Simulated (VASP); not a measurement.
Here is a VASP 6.6.1 calculation.

File INCAR:

```
SYSTEM = Ru8N
PREC = Accurate ; ENCUT = 520
EDIFF = 1E-6 ; ISMEAR = 0
SIGMA = 0.1 ; LREAL = Auto
LASPH = .True. ; NELM = 60
ALGO = Normal ; ISIF = 2
LWAVE = .False. ; LCHARG = .False.
LDIPOL = .True. ; IDIPOL = 3
DIPOL = 0.5 0.5 0.464 ; GGA = PE
IVDW = 12 ; NBANDS = 132
```

File KPOINTS:

```
regular mesh
0
Gamma
  4 4 1
  0 0 0
```

Contents of POSCAR:

```
Ru8N
1.0
    5.3951895500      0.0000000000      0.0000000000
   -2.6975947750      4.6723712085      0.0000000000
    0.0000000000      0.0000000000     25.4987269957
Ru N
16 2
Direct
    0.3333333333      0.1666666667      0.3137411527
    0.3333333333      0.6666666667      0.3137411527
    0.8333333333      0.1666666667      0.3137411527
    0.8333333333      0.6666666667      0.3137411527
    0.1666666667      0.3333333333      0.3973888187
    0.1666666667      0.8333333333      0.3973888187
    0.6666666667      0.3333333333      0.3973888187
    0.6666666667      0.8333333333      0.3973888187
    0.3338098382      0.1661901618      0.4816932676
    0.3338098382      0.6676196765      0.4816932676
    0.8323803235      0.1661901618      0.4816932676
    0.8333333333      0.6666666667      0.4804062228
    0.1666666667      0.3333333333      0.5668487539
    0.1688173029      0.8344086515      0.5620256417
    0.6655913485      0.3311826971      0.5620256417
    0.6655913485      0.8344086515      0.5620256417
    0.1666666667      0.3333333333      0.6440882226
    0.1666666667      0.3333333333      0.6880580722
```

Potentials or basis: VASP PAW PBE potentials, release 64 (Ru_pv, N).

Run with:

```console
$ cat potpaw_PBE.64/Ru_pv/POTCAR potpaw_PBE.64/N/POTCAR > POTCAR
$ mpirun -np 1 vasp_std > vasp.out
```

What does it give for the largest force?

1.315 eV/Å.

Predict the band gap on the k mesh.

zero (bands 117 and 118 overlap by 1.10 eV).

Forces on the atoms (eV/Å):
```
Ru   0.010 -0.006  0.570
Ru   0.000  0.012  0.570
Ru  -0.010 -0.006  0.570
Ru   0.000  0.000  0.752
Ru   0.000  0.000 -0.438
Ru   0.035  0.020 -0.689
Ru   0.000 -0.041 -0.689
Ru  -0.035  0.020 -0.689
Ru   0.001 -0.001 -0.007
Ru   0.000  0.001 -0.007
Ru  -0.001 -0.001 -0.007
Ru   0.000  0.000  0.001
Ru   0.000  0.000  0.038
Ru  -0.004 -0.002  0.019
Ru   0.000  0.005  0.019
Ru   0.004 -0.002  0.019
N    0.000  0.000 -1.315
N    0.000  0.000  1.282
```

Caveat: the standard files for N, O and F lose accuracy on very short bonds.
